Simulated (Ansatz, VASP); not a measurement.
**One calculation of HfH3F, two programs**

Contents of INCAR:

```
PREC = Accurate
ENCUT = 600
EDIFF = 1E-7
ISMEAR = 0
SIGMA = 0.15
LREAL = F
LASPH = T
NELM = 120
ALGO = Normal
ISIF = 3
LWAVE = F
LCHARG = F
GGA = PE
IBRION = 2
NSW = 36
EDIFFG = -0.08
GGA_COMPAT = F
NELMIN = 4
```

KPOINTS

```
Automatic mesh
0
Gamma
  3 3 3
```

File POSCAR:

```
HfH3F
1.0
    3.5330605400      0.0000000000      0.0000000000
    0.0000000000      3.5330605400      0.0000000000
    0.0000000000      0.0000000000      3.5330605400
Hf H F
1 3 1
Direct
    0.5000000000      0.5000000000      0.5000000000
    0.5000000000      0.0000000000      0.0000000000
    0.0000000000      0.5000000000      0.0000000000
    0.0000000000      0.0000000000      0.5000000000
    0.0000000000      0.0000000000      0.0000000000
```

Input for Ansatz:

```yaml
crystal:
  lattice:
    - [3.53306054, 0.0, 0.0]
    - [0.0, 3.53306054, 0.0]
    - [0.0, 0.0, 3.53306054]
  atoms:
    - { symbol: Hf, position: [0.5, 0.5, 0.5] }
    - { symbol: H, position: [0.5, 0.0, 0.0] }
    - { symbol: H, position: [0.0, 0.5, 0.0] }
    - { symbol: H, position: [0.0, 0.0, 0.5] }
    - { symbol: F, position: [0.0, 0.0, 0.0] }
basis:
  ecutwfc: 420
kpoints:
  mp_grid: { grid: [3, 3, 3] }
hamiltonian:
  xc: pbe
scf:
  occupations: { method: gaussian, width: 0.15 }
  lower_state_search: "off"
output:
  forces: true
  stress: true
  eigenvalues: true
relax:
  adjacent_minimum: "off"
  f_tol: 0.08
  max_steps: 16
  cell: { stress_tol: 0.8 }
```

Change from the starting cell: species swapped into the SrVO3 type (Pm-3m, No. 221).

Alike in both runs: task relaxation of cell and atoms; functional PBE; k mesh 3 × 3 × 3; occupations gaussian, width 0.15 eV; no spin polarisation.

```csv
,VASP,Ansatz
version,VASP 6.6.1,Ansatz 0.2.0
potentials or method,"VASP PAW PBE potentials, release 64 (Hf_pv, H, F), cutoff 600 eV","scalar-relativistic, plane waves, PAW"
valence electrons in the cell,20,36
```

Ansatz gave:

| Item | Value |
| --- | --- |
| gap on the k mesh at the Fermi level, each at its own relaxed structure (eV) | 0.53 |
| relaxed volume (Å³/atom) | 8.64 |
| relaxed cell length with the largest relative difference (Å) | 3.509 |

Task: What did VASP give for the same quantities?

Result: gap on the k mesh at the Fermi level, each at its own relaxed structure (eV): 0.52; relaxed volume (Å³/atom): 8.63; relaxed cell length with the largest relative difference (Å): 3.507.

VASP's potentials hold 20 valence electrons a cell and Ansatz's 36, so a difference there can come from the potentials and not from the codes.

The k mesh is coarse, so the values compare programs but aren't converged. Neither program's run includes spin-orbit coupling.
